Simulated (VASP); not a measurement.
# Sb (R-3m) in VASP: further runs

The runs below take Sb through electric field gradients, with LDA.

Program: VASP 6.6.1. These are calculated values, not measurements. Logs are shortened: lines on timing, memory, paths and dates and some standing lists are left out, and cuts for length are marked.

### Step 1. The cell of the first run

Symmetry: R-3m, No. 166, trigonal system. The conventional cell has a = 4.358 Å, b = 4.358 Å, c = 11.380 Å, α = 90.00°, β = 90.00°, γ = 120.00°. Within 3.9 Å of Sb (site symmetry 3m) lie 6 Sb at 2.94 to 3.39 Å.

### Step 2. Electric field gradients, LDA (31.19 Å³/atom)

INCAR reads:

```
PREC = Accurate
ENCUT = 520
EDIFF = 1E-8
ISMEAR = -1
SIGMA = 0.03
LREAL = False
LASPH = True
NELM = 100
ALGO = Normal
ISIF = 2
LWAVE = False
LCHARG = False
LEFG = True
NBANDS = 12
```

KPOINTS reads:

```
Automatic mesh
0
Gamma
  12 12 12
```

POSCAR reads:

```
Sb
1.0
    2.1789009502      1.2579890502      3.7932688079
   -2.1789009502      1.2579890502      3.7932688079
    0.0000000000     -2.5159781002      3.7932688079
Sb
2
Direct
    0.2336400000      0.2336400000      0.2336400000
    0.7663600000      0.7663600000      0.7663600000
```

Potentials or basis: VASP PAW LDA potentials, release 64 (Sb).

The run is started by

```sh
cat potpaw_LDA.64/Sb/POTCAR > POTCAR
mpirun -np 1 vasp_std > vasp.out
```

OUTCAR:

```text
PREC = Accurate
   ENCUT = 520
   EDIFF = 1E-8
   ISMEAR = -1
   LREAL = False
   LASPH = True
   NELM = 100
   ISIF = 2

 ion  position               nearest neighbor table
   1  0.234  0.234  0.234-   2 2.94   2 2.94   2 2.94   2 3.39   2 3.39   2 3.39
   2  0.766  0.766  0.766-   1 2.94   1 2.94   1 2.94   1 3.39   1 3.39   1 3.39

  LATTYP: Found a trigonal (rhomboedric) cell.
 ALAT       =     4.5518165660
 COS(alpha) =     0.5417151843

  Lattice vectors:

 A1 = (   2.1789009502,   1.2579890502,   3.7932688079)
 A2 = (  -2.1789009502,   1.2579890502,   3.7932688079)
 A3 = (   0.0000000000,  -2.5159781002,   3.7932688079)

Analysis of symmetry for initial positions (statically):
=====================================================================
 Subroutine PRICEL returns:
 Original cell was already a primitive cell.

 Routine SETGRP: Setting up the symmetry group for a
 trigonal (rhombohedral) supercell.

 Subroutine GETGRP returns: Found 12 space group operations
 (whereof 12 operations were pure point group operations)
 out of a pool of 12 trial point group operations.

The static configuration has the point symmetry D_3d.

Analysis of symmetry for dynamics (positions and initial velocities):
=====================================================================
 Subroutine PRICEL returns:
 Original cell was already a primitive cell.

 Routine SETGRP: Setting up the symmetry group for a
 trigonal (rhombohedral) supercell.

 Subroutine GETGRP returns: Found 12 space group operations
 (whereof 12 operations were pure point group operations)
 out of a pool of 12 trial point group operations.

The dynamic configuration has the point symmetry D_3d.

 Subroutine INISYM returns: Found 12 space group operations
 (whereof 12 operations are pure point group operations),
 and found     1 'primitive' translations

----------------------------------------------------------------------------------------

                                     Primitive cell

  volume of cell :      62.3849

  direct lattice vectors                    reciprocal lattice vectors
     2.178900950  1.257989050  3.793268808     0.229473488  0.132486580  0.087874957
    -2.178900950  1.257989050  3.793268808    -0.229473488  0.132486580  0.087874957
     0.000000000 -2.515978100  3.793268808     0.000000000 -0.264973160  0.087874957

  length of vectors
     4.551816566  4.551816566  4.551816566     0.279164438  0.279164438  0.279164438

  position of ions in fractional coordinates (direct lattice)
     0.233640000  0.233640000  0.233640000
     0.766360000  0.766360000  0.766360000

  ion indices of the primitive-cell ions
   primitive index   ion index
                 1           1
                 2           2

----------------------------------------------------------------------------------------

 KPOINTS: Automatic mesh

Automatic generation of k-mesh.
 Grid dimensions read from file:
 generate k-points for:   12   12   12

 Generating k-lattice:

  Cartesian coordinates                     Fractional coordinates (reciprocal lattice)
     0.019122791  0.011040548  0.007322913     0.083333333  0.000000000  0.000000000
    -0.019122791  0.011040548  0.007322913     0.000000000  0.083333333  0.000000000
     0.000000000 -0.022081097  0.007322913     0.000000000  0.000000000  0.083333333

  Length of vectors
     0.023263703  0.023263703  0.023263703

  Shift w.r.t. Gamma in fractional coordinates (k-lattice)
     0.000000000  0.000000000  0.000000000

 Subroutine IBZKPT returns following result:
 ===========================================

 Found    189 irreducible k-points:

 Following reciprocal coordinates:
            Coordinates               Weight
  0.000000  0.000000  0.000000      1.000000
  0.083333  0.000000  0.000000      6.000000
  0.166667  0.000000  0.000000      6.000000
  0.250000 -0.000000  0.000000      6.000000
  0.333333 -0.000000  0.000000      6.000000
  0.416667 -0.000000  0.000000      6.000000
[... 16 lines left out ...]
  0.500000  0.166667  0.000000     12.000000
 -0.416667  0.166667  0.000000     12.000000
 [... further k-points ...]
   k-points           NKPTS =    189   k-points in BZ     NKDIM =    189   number of bands    NBANDS=     12
   number of dos      NEDOS =    301   number of ions     NIONS =      2
   total plane-waves  NPLWV =  46656
   dimension x,y,z NGX =    36 NGY =   36 NGZ =   36
   dimension x,y,z NGXF=    72 NGYF=   72 NGZF=   72
   ions per type =               2
   NGX,Y,Z   is equivalent  to a cutoff of  13.15, 13.15, 13.15 a.u.
   NGXF,Y,Z  is equivalent  to a cutoff of  26.30, 26.30, 26.30 a.u.
 SYSTEM =  unknown system
   PREC   = accura    normal or accurate (medium, high low for compatibility)
   ISTART =      0    job   : 0-new  1-cont  2-samecut
   ICHARG =      2    charge: 1-file 2-atom 10-const
   ISPIN  =      1    spin polarized calculation?
   LNONCOLLINEAR =      F non collinear calculations
   LSORBIT =      F    spin-orbit coupling
   LASPH  =      T    aspherical Exc in radial PAW
   ENCUT  =  520.0 eV  38.22 Ry    6.18 a.u.   8.46  8.46  8.46*2*pi/ulx,y,z
   NELM   =    100;   NELMIN=  2; NELMDL= -5     # of ELM steps
   EDIFF  = 0.1E-07   stopping-criterion for ELM
   LREAL  =      F    real-space projection
   EDIFFG = 0.1E-06   stopping-criterion for IOM
   NSW    =      0    number of steps for IOM
   IBRION =     -1    ionic relax: 0-MD 1-quasi-New 2-CG
   NFREE  =      0    steps in history (QN), initial steepest desc. (CG)
   ISIF   =      2    stress and relaxation
   ISYM   =      2    0-nonsym 1-usesym 2-fastsym
   POTIM  = 0.5000    time-step for ionic-motion
   TEBEG  =    0.0;   TEEND  =   0.0 temperature during run
   PSTRESS=    0.0 pullay stress
   NELECT =      10.0000    total number of electrons
   NUPDOWN=      -1.0000    fix difference up-down
   EMIN   =  10.00;   EMAX   =-10.00  energy-range for DOS
   EFERMI =   0.00;   METHOD = LEGACY
   ISMEAR =    -1;   SIGMA  =   0.03  broadening in eV -4-tet -1-fermi 0-gaus
   EFERMI_NEDOS =   21; number of points for ismear=-14 and -15
   IALGO  =     38    algorithm
   IMIX   =      4    mixing-type and parameters
     AMIX     =   0.40;   BMIX     =  1.00
     AMIX_MAG =   1.60;   BMIX_MAG =  1.00
  volume/ion in A,a.u.               =      31.19       210.50
  Fermi-wavevector in a.u.,A,eV,Ry     =   0.889300  1.680534 10.760235  0.790855
  Thomas-Fermi vector in A             =   2.010843
   LORBIT       =      0    0 simple, 1 ext, 2 COOP (PROOUT), +10 PAW based schemes
   GGA     = CA    functional components
   LHFCALC =     F    Hartree Fock is set to
   AEXX    =    0.0000 exact exchange contribution
   IVDW    =     0    specifies the selected vdW correction
   LEPSILON=     F    determine dielectric tensor
   LRPA    =     F    only Hartree local field effects (RPA)
 non-spin polarized calculation
  energy-cutoff  :      520.00
  volume of cell :       62.38
 maximum number of plane-waves:      1700
 NGX is ok and might be reduce to    36
   NGX = 17   NGY = 17   NGZ = 17

 number of electron      10.0000000 magnetization

 Free energy of the ion-electron system (eV)
  ---------------------------------------------------
  ext. energy  EPLUGINS =         0.00000000
  ---------------------------------------------------
  free energy    TOTEN  =        -9.59561081 eV

  energy without entropy =       -9.59527213  energy(sigma->0) =       -9.59544147

 E-fermi :   6.6715     XC(G=0):  -9.5848

 val. band max:        6.5811646599   @ k =   0.4167   0.0833   0.0833
 cond. band min:       6.6881552592   @ k =   0.3333   0.1667   0.1667
 fundamental gap:      0.1069905993
 Fermi energy:         6.6715168633

 k-point     1 :       0.0000    0.0000    0.0000
  band No.  band energies     occupation
      1      -5.7536      2.00000
      2       1.6777      2.00000
      3       4.7734      2.00000
      4       5.0021      2.00000
      5       5.0021      2.00000
      6       8.7732      0.00000
      7       9.3506      0.00000
      8       9.3506      0.00000
      9      11.8336      0.00000
     10      11.8336      0.00000
     11      11.9696      0.00000
     12      13.3604      0.00000

 k-point     2 :       0.0833    0.0000    0.0000
  band No.  band energies     occupation
      1      -5.6797      2.00000
      2       1.3745      2.00000
      3       4.8032      2.00000
      4       4.9854      2.00000
      5       5.1029      2.00000
      6       8.7354      0.00000
      7       9.1380      0.00000
      8       9.1745      0.00000
      9      11.5006      0.00000
     10      11.8083      0.00000
     11      11.8452      0.00000
     12      13.8746      0.00000

 k-point     3 :       0.1667    0.0000    0.0000
  band No.  band energies     occupation
      1      -5.4591      2.00000
      2       0.6339      2.00000
      3       4.8140      2.00000
      4       4.9463      2.00000
      5       5.3629      2.00000
      6       8.4624      0.00000
      7       8.6581      0.00000
      8       8.7210      0.00000
      9      11.3009      0.00000
     10      11.8127      0.00000
     11      12.1149      0.00000
     12      14.9520      0.00000
[... 286 lines left out ...]
 k-point    23 :       0.5000    0.1667    0.0000
  band No.  band energies     occupation
      1      -3.6151      2.00000
      2      -2.3115      2.00000
      3       3.3249      2.00000
      4       4.2516      2.00000
      5       4.9028      2.00000
      6       8.1518      0.00000
      7       8.2867      0.00000
      8       9.3995      0.00000
      9      12.2384      0.00000
     10      14.5375      0.00000
     11      15.4175      0.00000
     12      15.6268      0.00000

 k-point    24 :      -0.4167    0.1667    0.0000
  band No.  band energies     occupation
      1      -3.3441      2.00000
      2      -2.6377      2.00000
      3       3.1530      2.00000
      4       4.5729      2.00000
      5       5.0895      2.00000
      6       7.6632      0.00000
      7       7.9289      0.00000
      8       9.7033      0.00000
      9      13.1861      0.00000
     10      13.6955      0.00000
     11      14.3165      0.00000
     12      16.5399      0.00000

 [... further k-points ...]

------------------------ aborting loop because EDIFF is reached ----------------------------------------

  FORCE on cell =-STRESS in cart. coord.  units (eV):
  Direction    XX          YY          ZZ          XY          YZ          ZX
  --------------------------------------------------------------------------------------
  -------------------------------------------------------------------------------------
  Total       -1.0338047     -1.0338047     -1.0509069      0.0000000     -0.0000000     -0.0000000
  in kB      -26.5503253    -26.5503253    -26.9895489      0.0000000     -0.0000000     -0.0000000
  external PRESSURE =     -26.6967332 kB  Pullay stress =       0.0000000 kB

 VOLUME and BASIS-vectors are now :
 -----------------------------------------------------------------------------
  energy-cutoff  :      520.00
  volume of cell :       62.38
      direct lattice vectors                 reciprocal lattice vectors
     2.178900950  1.257989050  3.793268808     0.229473488  0.132486580  0.087874957
    -2.178900950  1.257989050  3.793268808    -0.229473488  0.132486580  0.087874957
     0.000000000 -2.515978100  3.793268808     0.000000000 -0.264973160  0.087874957

 POSITION                                       TOTAL-FORCE (eV/Angst)
 -----------------------------------------------------------------------------------
      0.00000      0.00000      2.65878         0.000000     -0.000000     -0.056523
      0.00000      0.00000      8.72103         0.000000      0.000000      0.056523
 -----------------------------------------------------------------------------------
    total drift:                                0.000000     -0.000000      0.000000

  FREE ENERGIE OF THE ION-ELECTRON SYSTEM (eV)
  ---------------------------------------------------
  free  energy   TOTEN  =        -9.5956108061 eV

  energy  without entropy=       -9.5952721293  energy(sigma->0) =       -9.59544147

 Electric field gradients (V/A^2)
---------------------------------------------------------------------
 ion       V_xx      V_yy      V_zz      V_xy      V_xz      V_yz
---------------------------------------------------------------------
   1      21.536    21.536   -43.072     0.000    -0.000    -0.000
   2      21.536    21.536   -43.072     0.000    -0.000    -0.000
---------------------------------------------------------------------

 Electric field gradients after diagonalization (V/A^2)
 (convention: |V_zz| > |V_xx| > |V_yy|)
----------------------------------------------------------------------
 ion       V_xx      V_yy      V_zz     asymmetry (V_yy - V_xx)/ V_zz
----------------------------------------------------------------------
   1      21.536    21.536   -43.072       0.000
   2      21.536    21.536   -43.072       0.000
----------------------------------------------------------------------

           NMR quadrupolar parameters

 Cq : quadrupolar parameter    Cq=e*Q*V_zz/h
 eta: asymmetry parameters     (V_yy - V_xx)/ V_zz
 Q  : nuclear electric quadrupole moment in mb (millibarn)
----------------------------------------------------------------------
 ion       Cq(MHz)       eta       Q (mb)
----------------------------------------------------------------------
   1      -0.104       0.000       1.000
   2      -0.104       0.000       1.000
----------------------------------------------------------------------
```

Wall time 2.9 min (1 thread of Intel Xeon Platinum 8488C (Sapphire Rapids), shared host); peak memory 0.25 GiB.

Results:

```
Free energy                             : -9.5956 eV
Pressure                                : -2.7 GPa
Largest force                           : 0.057 eV/Å
Band gap on the k mesh                  : zero (bands 5 and 6 overlap by 0.21 eV)
Largest electric field gradient by atom : Sb -43.1 V/Å²
```

Forces in eV/Å, atoms in the order of the input:
```
Sb   0.000  0.000 -0.057
Sb   0.000  0.000  0.057
```

Electric field gradients, principal values (V/Å²):
```
atom   least  middle  greatest (by size)
1 Sb  21.536  21.536             -43.072
2 Sb  21.536  21.536             -43.072
```

Caveat: without QUAD_EFG the Cq values of the log hold for a quadrupole moment of 1 mb, not for the nuclei; spin-orbit coupling is left out, which moves the levels of the heavy elements.

### Step 3. Electric field gradients, LDA (28.79 Å³/atom)

This run uses another cell than the first one, of 28.79 Å³/atom.

INCAR reads:

```
SYSTEM = Sb
PREC     = Accurate       ! precision mode
ENCUT    = 400            ! plane-wave cutoff, eV
EDIFF    = 1E-8           ! SCF threshold, eV
ISMEAR   = -1             ! smearing method
SIGMA    = 0.03           ! smearing width, eV
LREAL    = .FALSE.        ! projectors in reciprocal space
LASPH    = .TRUE.         ! aspherical terms in the spheres
NELM     = 120            ! most SCF steps
ALGO     = Normal         ! electronic algorithm
ISIF     = 2              ! what is computed and relaxed
LWAVE    = .FALSE.        ! write WAVECAR
LCHARG   = .FALSE.        ! write CHGCAR
GGA      = CA             ! functional
LEFG     = .TRUE.       
NBANDS   = 22             ! bands
GGA_COMPAT= .FALSE.
```

KPOINTS reads:

```
regular mesh
0
G
  12 12 12
  0 0 0
```

POSCAR reads:

```
Sb
1.0
    2.1215346023      1.2248685738      3.6933992025
   -2.1215346023      1.2248685738      3.6933992025
    0.0000000000     -2.4497371474      3.6933992025
Sb
2
Direct
    0.2336400000      0.2336400000      0.2336400000
    0.7663600000      0.7663600000      0.7663600000
```

Potentials or basis: VASP PAW LDA potentials, release 64 (Sb_d_GW).

The run is started by

```sh
cat potpaw_LDA.64/Sb_d_GW/POTCAR > POTCAR
mpirun -np 1 vasp_std > vasp.out
```

OUTCAR:

```text
SYSTEM = Sb
   PREC = Accurate
   ENCUT = 400
   EDIFF = 1E-8
   ISMEAR = -1
   LREAL = .FALSE.
   LASPH = .TRUE.
   NELM = 120
   ISIF = 2
   GGA = CA

 ion  position               nearest neighbor table
   1  0.234  0.234  0.234-   2 2.86   2 2.86   2 2.86   2 3.30   2 3.30   2 3.30
   2  0.766  0.766  0.766-   1 2.86   1 2.86   1 2.86   1 3.30   1 3.30   1 3.30

  LATTYP: Found a trigonal (rhomboedric) cell.
 ALAT       =     4.4319758304
 COS(alpha) =     0.5417151843

  Lattice vectors:

 A1 = (   2.1215346023,   1.2248685738,   3.6933992025)
 A2 = (  -2.1215346023,   1.2248685738,   3.6933992025)
 A3 = (   0.0000000000,  -2.4497371474,   3.6933992025)

Analysis of symmetry for initial positions (statically):
=====================================================================
 Subroutine PRICEL returns:
 Original cell was already a primitive cell.

 Routine SETGRP: Setting up the symmetry group for a
[... 789 lines left out ...]
  energy-cutoff  :      400.00
  volume of cell :       57.59
      direct lattice vectors                 reciprocal lattice vectors
     2.121534602  1.224868574  3.693399203     0.235678456  0.136069020  0.090251098
    -2.121534602  1.224868574  3.693399203    -0.235678456  0.136069020  0.090251098
     0.000000000 -2.449737147  3.693399203     0.000000000 -0.272138040  0.090251098

 POSITION                                       TOTAL-FORCE (eV/Angst)
 -----------------------------------------------------------------------------------
      0.00000      0.00000      2.58878         0.000000      0.000000      0.296391
      0.00000      0.00000      8.49142         0.000000     -0.000000     -0.296391
 -----------------------------------------------------------------------------------
    total drift:                               -0.000000      0.000000      0.000000

  FREE ENERGIE OF THE ION-ELECTRON SYSTEM (eV)
  ---------------------------------------------------
  free  energy   TOTEN  =        -9.6278665279 eV

  energy  without entropy=       -9.6275186471  energy(sigma->0) =       -9.62769259

 Electric field gradients (V/A^2)
---------------------------------------------------------------------
 ion       V_xx      V_yy      V_zz      V_xy      V_xz      V_yz
---------------------------------------------------------------------
   1      22.862    22.862   -45.723     0.000    -0.000    -0.000
   2      22.862    22.862   -45.723    -0.000    -0.000    -0.000
---------------------------------------------------------------------

 Electric field gradients after diagonalization (V/A^2)
 (convention: |V_zz| > |V_xx| > |V_yy|)
----------------------------------------------------------------------
 ion       V_xx      V_yy      V_zz     asymmetry (V_yy - V_xx)/ V_zz
----------------------------------------------------------------------
   1      22.862    22.862   -45.723       0.000
   2      22.862    22.862   -45.723       0.000
----------------------------------------------------------------------

           NMR quadrupolar parameters

 Cq : quadrupolar parameter    Cq=e*Q*V_zz/h
 eta: asymmetry parameters     (V_yy - V_xx)/ V_zz
 Q  : nuclear electric quadrupole moment in mb (millibarn)
----------------------------------------------------------------------
 ion       Cq(MHz)       eta       Q (mb)
----------------------------------------------------------------------
   1      -0.111       0.000       1.000
   2      -0.111       0.000       1.000
----------------------------------------------------------------------
```

stdout:

```text
POSCAR found type information on POSCAR Sb
 POSCAR found :  1 types and       2 ions
 scaLAPACK will be used
 LDA part: xc-table for (Slater(with rela. corr.)+CA(PZ))
 , standard interpolation
 POSCAR, INCAR and KPOINTS ok, starting setup
 FFT: planning ... GRIDC
 FFT: planning ... GRID_SOFT
 FFT: planning ... GRID
 WAVECAR not read
 entering main loop
ion   1

ion   2
```

It took 1.7 min on 1 thread of AMD EPYC 9R45 (Zen 5), shared host; peak memory 0.25 GiB.

What came out:

```
Free energy                             : -9.6279 eV
Pressure                                : 1.5 GPa
Largest force                           : 0.296 eV/Å
Band gap on the k mesh                  : zero (bands 15 and 16 overlap by 0.34 eV)
Largest electric field gradient by atom : Sb -45.7 V/Å²
```

Forces in eV/Å, atoms in the order of the input:
```
Sb   0.000  0.000  0.296
Sb   0.000  0.000 -0.296
```

Stress tensor (GPa, compression positive):
```
1.80 0.00 0.00
0.00 1.80 0.00
0.00 0.00 0.83
```

Electric field gradients, principal values (V/Å²):
| atom | least | middle | greatest (by size) |
| --- | --- | --- | --- |
| 1 Sb | 22.862 | 22.862 | -45.723 |
| 2 Sb | 22.862 | 22.862 | -45.723 |

Caveat: without QUAD_EFG the Cq values of the log hold for a quadrupole moment of 1 mb, not for the nuclei; spin-orbit coupling is left out, which moves the levels of the heavy elements.

(Continued in part 2 of 2.)

The gap in the log of VASP goes by the Fermi energy; the results here count the filled bands.